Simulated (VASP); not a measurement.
# Re (Im-3m) in VASP: notebook

The runs below take Re through single point, with PBE.

Everything below comes from runs of VASP 6.6.1. Logs are shortened: lines on timing, memory, paths and dates and some standing lists are left out, and cuts for length are marked.

**1. The cell of the first run**

Symmetry: Im-3m, No. 229, cubic system. Conventional cell: a = 3.113 Å, b = 3.113 Å, c = 3.113 Å, α = 90.00°, β = 90.00°, γ = 90.00°. Within 3.6 Å of Re (site symmetry m-3m) lie 14 Re at 2.70 to 3.11 Å.

This isn't the form of Re at room conditions, which is hcp.

**2. Single point, PBE**

INCAR

```
  ALGO = Normal
  EDIFF = 1E-6
  ENCUT = 600
  GGA = PE
  GGA_COMPAT = F
  ISIF = 2
  ISMEAR = 0
  LASPH = T
  LCHARG = T
  LELF = T
  LREAL = F
  LVHAR = T
  LWAVE = F
  NBANDS = 10
  NELM = 120
  PREC = Accurate
  SIGMA = 0.05
```

KPOINTS

```
k-points
0
Gamma
  10 10 10
```

POSCAR

```
Re
1.0
   -1.5564395131      1.5564395131      1.5564395131
    1.5564395131     -1.5564395131      1.5564395131
    1.5564395131      1.5564395131     -1.5564395131
Re
1
Direct
    0.0000000000      0.0000000000      0.0000000000
```

Potentials or basis: VASP PAW PBE potentials, release 64 (Re).

On the command line:

```console
> cat potpaw_PBE.64/Re/POTCAR > POTCAR
> mpirun -np 1 vasp_std > vasp.out
```

OUTCAR:

```text
EDIFF = 1E-6
   ENCUT = 600
   GGA = PE
   ISIF = 2
   ISMEAR = 0
   LASPH = T
   LREAL = F
   NELM = 120
   PREC = Accurate

 ion  position               nearest neighbor table
   1  0.000  0.000  0.000-

  LATTYP: Found a body centered cubic cell.
 ALAT       =     3.1128790262

  Lattice vectors:

 A1 = (  -1.5564395131,   1.5564395131,   1.5564395131)
 A2 = (   1.5564395131,  -1.5564395131,   1.5564395131)
 A3 = (   1.5564395131,   1.5564395131,  -1.5564395131)

Analysis of symmetry for initial positions (statically):
=====================================================================
 Subroutine PRICEL returns:
 Original cell was already a primitive cell.

 Routine SETGRP: Setting up the symmetry group for a
 body centered cubic supercell.

 Subroutine GETGRP returns: Found 48 space group operations
 (whereof 48 operations were pure point group operations)
 out of a pool of 48 trial point group operations.

The static configuration has the point symmetry O_h .

Analysis of symmetry for dynamics (positions and initial velocities):
=====================================================================
 Subroutine PRICEL returns:
 Original cell was already a primitive cell.

 Routine SETGRP: Setting up the symmetry group for a
 body centered cubic supercell.

 Subroutine GETGRP returns: Found 48 space group operations
 (whereof 48 operations were pure point group operations)
 out of a pool of 48 trial point group operations.

The dynamic configuration has the point symmetry O_h .

 Subroutine INISYM returns: Found 48 space group operations
 (whereof 48 operations are pure point group operations),
 and found     1 'primitive' translations

----------------------------------------------------------------------------------------

                                     Primitive cell

  volume of cell :      15.0819

  direct lattice vectors                    reciprocal lattice vectors
    -1.556439513  1.556439513  1.556439513     0.000000000  0.321246021  0.321246021
     1.556439513 -1.556439513  1.556439513     0.321246021  0.000000000  0.321246021
     1.556439513  1.556439513 -1.556439513     0.321246021  0.321246021  0.000000000

  length of vectors
     2.695832316  2.695832316  2.695832316     0.454310479  0.454310479  0.454310479

  position of ions in fractional coordinates (direct lattice)
     0.000000000  0.000000000  0.000000000

  ion indices of the primitive-cell ions
   primitive index   ion index
                 1           1

----------------------------------------------------------------------------------------

 KPOINTS: k-points

Automatic generation of k-mesh.
 Grid dimensions read from file:
 generate k-points for:   10   10   10

 Generating k-lattice:

  Cartesian coordinates                     Fractional coordinates (reciprocal lattice)
     0.000000000  0.032124602  0.032124602     0.100000000  0.000000000  0.000000000
     0.032124602  0.000000000  0.032124602     0.000000000  0.100000000  0.000000000
     0.032124602  0.032124602  0.000000000     0.000000000  0.000000000  0.100000000

  Length of vectors
     0.045431048  0.045431048  0.045431048

  Shift w.r.t. Gamma in fractional coordinates (k-lattice)
     0.000000000  0.000000000  0.000000000

 Subroutine IBZKPT returns following result:
 ===========================================

 Found     47 irreducible k-points:

 Following reciprocal coordinates:
            Coordinates               Weight
  0.000000  0.000000  0.000000      1.000000
  0.100000  0.000000  0.000000     12.000000
  0.200000  0.000000  0.000000     12.000000
  0.300000  0.000000  0.000000     12.000000
  0.400000  0.000000  0.000000     12.000000
  0.500000  0.000000  0.000000      6.000000
[... 16 lines left out ...]
  0.300000  0.300000  0.100000      8.000000
 -0.300000  0.300000  0.100000     24.000000
 [... further k-points ...]
   k-points           NKPTS =     47   k-points in BZ     NKDIM =     47   number of bands    NBANDS=     10
   number of dos      NEDOS =    301   number of ions     NIONS =      1
   total plane-waves  NPLWV =  13824
   dimension x,y,z NGX =    24 NGY =   24 NGZ =   24
   dimension x,y,z NGXF=    48 NGYF=   48 NGZF=   48
   ions per type =               1
   NGX,Y,Z   is equivalent  to a cutoff of  14.80, 14.80, 14.80 a.u.
   NGXF,Y,Z  is equivalent  to a cutoff of  29.60, 29.60, 29.60 a.u.
 SYSTEM =  unknown system
   PREC   = accura    normal or accurate (medium, high low for compatibility)
   ISTART =      0    job   : 0-new  1-cont  2-samecut
   ICHARG =      2    charge: 1-file 2-atom 10-const
   ISPIN  =      1    spin polarized calculation?
   LNONCOLLINEAR =      F non collinear calculations
   LSORBIT =      F    spin-orbit coupling
   LASPH  =      T    aspherical Exc in radial PAW
   ENCUT  =  600.0 eV  44.10 Ry    6.64 a.u.   5.38  5.38  5.38*2*pi/ulx,y,z
   NELM   =    120;   NELMIN=  2; NELMDL= -5     # of ELM steps
   EDIFF  = 0.1E-05   stopping-criterion for ELM
   LREAL  =      F    real-space projection
[... 7 lines left out ...]
   TEBEG  =    0.0;   TEEND  =   0.0 temperature during run
   PSTRESS=    0.0 pullay stress
   NELECT =       7.0000    total number of electrons
   NUPDOWN=      -1.0000    fix difference up-down
   EMIN   =  10.00;   EMAX   =-10.00  energy-range for DOS
   EFERMI =   0.00;   METHOD = LEGACY
   ISMEAR =     0;   SIGMA  =   0.05  broadening in eV -4-tet -1-fermi 0-gaus
   EFERMI_NEDOS =   21; number of points for ismear=-14 and -15
   IALGO  =     38    algorithm
   IMIX   =      4    mixing-type and parameters
     AMIX     =   0.40;   BMIX     =  1.00
     AMIX_MAG =   1.60;   BMIX_MAG =  1.00
  volume/ion in A,a.u.               =      15.08       101.78
  Fermi-wavevector in a.u.,A,eV,Ry     =   1.267521  2.395268 21.859259  1.606610
  Thomas-Fermi vector in A             =   2.400665
   LORBIT       =      0    0 simple, 1 ext, 2 COOP (PROOUT), +10 PAW based schemes
   GGA     = PE    functional components
   LHFCALC =     F    Hartree Fock is set to
   AEXX    =    0.0000 exact exchange contribution
   IVDW    =     0    specifies the selected vdW correction
   LEPSILON=     F    determine dielectric tensor
   LRPA    =     F    only Hartree local field effects (RPA)
 non-spin polarized calculation
 Gauss-broadening in eV      SIGMA  =   0.05
  energy-cutoff  :      600.00
  volume of cell :       15.08
 maximum number of plane-waves:       531
 NGX is ok and might be reduce to    24
   NGX = 11   NGY = 11   NGZ = 11

 number of electron       7.0000000 magnetization

 Free energy of the ion-electron system (eV)
  ---------------------------------------------------
  ext. energy  EPLUGINS =         0.00000000
  ---------------------------------------------------
  free energy    TOTEN  =       -12.11491009 eV

  energy without entropy =      -12.11311978  energy(sigma->0) =      -12.11401493

 E-fermi :   8.4381     XC(G=0): -13.5967

 val. band max:        8.4351089303   @ k =   0.5000   0.0000   0.0000
 cond. band min:       8.4501786038   @ k =   0.1000   0.1000   0.0000
 fundamental gap:      0.0150696735
 Fermi energy:         8.4380815144

 k-point     1 :       0.0000    0.0000    0.0000
  band No.  band energies     occupation
      1      -2.1023      2.00000
      2       5.8501      2.00000
      3       5.8501      2.00000
      4       5.8501      2.00000
      5       9.2328      0.00000
      6       9.2328      0.00000
      7      24.0067      0.00000
      8      24.0067      0.00000
      9      24.0067      0.00000
     10      35.8062      0.00000

 k-point     2 :       0.1000    0.0000    0.0000
  band No.  band energies     occupation
      1      -1.6316      2.00000
      2       5.5930      2.00000
      3       5.7958      2.00000
      4       6.3067      2.00000
      5       8.8870      0.00000
      6       9.2486      0.00000
      7      24.3336      0.00000
      8      24.7993      0.00000
      9      24.9165      0.00000
     10      32.7681      0.00000

 k-point     3 :       0.2000    0.0000    0.0000
  band No.  band energies     occupation
      1      -0.4014      2.00000
      2       4.9795      2.00000
      3       5.5279      2.00000
      4       7.6214      2.00000
      5       8.5638      0.00038
      6       9.3372      0.00000
      7      24.4034      0.00000
      8      25.6939      0.00000
      9      26.9894      0.00000
     10      30.7580      0.00000

 k-point     4 :       0.3000    0.0000    0.0000
  band No.  band energies     occupation
      1       0.8496      2.00000
      2       4.3133      2.00000
      3       5.6293      2.00000
      4       8.8240      0.00000
      5       9.5523      0.00000
      6       9.5978      0.00000
      7      22.8187      0.00000
      8      23.0761      0.00000
      9      30.1497      0.00000
     10      30.7067      0.00000
[... 222 lines left out ...]
 k-point    22 :      -0.2000    0.2000    0.1000
  band No.  band energies     occupation
      1       0.0307      2.00000
      2       5.3829      2.00000
      3       5.6247      2.00000
      4       7.4309      2.00000
      5       7.4741      2.00000
      6       9.9589      0.00000
      7      24.9231      0.00000
      8      25.9036      0.00000
      9      27.5333      0.00000
     10      28.6255      0.00000

 k-point    23 :       0.3000    0.3000    0.1000
  band No.  band energies     occupation
      1       3.1600      2.00000
      2       4.7696      2.00000
      3       4.7696      2.00000
      4       9.9424      0.00000
      5       9.9424      0.00000
      6      15.2264      0.00000
      7      18.7571      0.00000
      8      18.7571      0.00000
      9      23.0584      0.00000
     10      32.6569      0.00000

 k-point    24 :      -0.3000    0.3000    0.1000
  band No.  band energies     occupation
      1       1.2790      2.00000
      2       4.7584      2.00000
      3       5.2889      2.00000
      4       7.9343      2.00000
      5       9.4547      0.00000
      6      10.1581      0.00000
      7      22.2483      0.00000
      8      24.6375      0.00000
      9      29.0050      0.00000
     10      30.7665      0.00000

 [... further k-points ...]
[... 5 lines left out ...]
  --------------------------------------------------------------------------------------
  -------------------------------------------------------------------------------------
  Total       -0.0366997     -0.0366997     -0.0366997      0.0000000     -0.0000000      0.0000000
  in kB       -3.8986712     -3.8986712     -3.8986712      0.0000000     -0.0000000      0.0000000
  external PRESSURE =      -3.8986712 kB  Pullay stress =       0.0000000 kB

 VOLUME and BASIS-vectors are now :
 -----------------------------------------------------------------------------
  energy-cutoff  :      600.00
  volume of cell :       15.08
      direct lattice vectors                 reciprocal lattice vectors
    -1.556439513  1.556439513  1.556439513     0.000000000  0.321246021  0.321246021
     1.556439513 -1.556439513  1.556439513     0.321246021  0.000000000  0.321246021
     1.556439513  1.556439513 -1.556439513     0.321246021  0.321246021  0.000000000

 POSITION                                       TOTAL-FORCE (eV/Angst)
 -----------------------------------------------------------------------------------
      0.00000      0.00000      0.00000         0.000000      0.000000     -0.000000
 -----------------------------------------------------------------------------------
    total drift:                               -0.000000     -0.000000     -0.000000

  FREE ENERGIE OF THE ION-ELECTRON SYSTEM (eV)
  ---------------------------------------------------
  free  energy   TOTEN  =       -12.1149100900 eV

  energy  without entropy=      -12.1131197750  energy(sigma->0) =      -12.11401493
```

Run time: 8.7 s. Hardware: 1 thread of AMD EPYC 7R13 (Zen 3), shared host; peak memory 0.11 GiB.

Results:

```
Free energy            : -12.1149 eV
Pressure               : -0.4 GPa
Band gap on the k mesh : zero (an odd number of electrons rules out a gap without spin polarisation)
```

Levels at points of the mesh, in eV from the Fermi level:
| k point | band 1 | band 2 | band 3 | band 4 | band 5 | band 6 |
| --- | --- | --- | --- | --- | --- | --- |
| (0.00, 0.00, 0.00) | -10.54 | -2.59 | -2.59 | -2.59 | 0.79 | 0.79 |
| (0.50, 0.00, 0.00) | -7.28 | -4.78 | 0.00 | 0.67 | 1.54 | 4.38 |
| (0.50, 0.50, 0.50) | -6.86 | -6.86 | 3.48 | 3.48 | 3.48 | 7.88 |

Caveat: spin-orbit coupling is left out, which moves the levels of the heavy elements.

(Part 1 of 2 ends here.)

The gap in the log of VASP goes by the Fermi energy; the results here count the filled bands.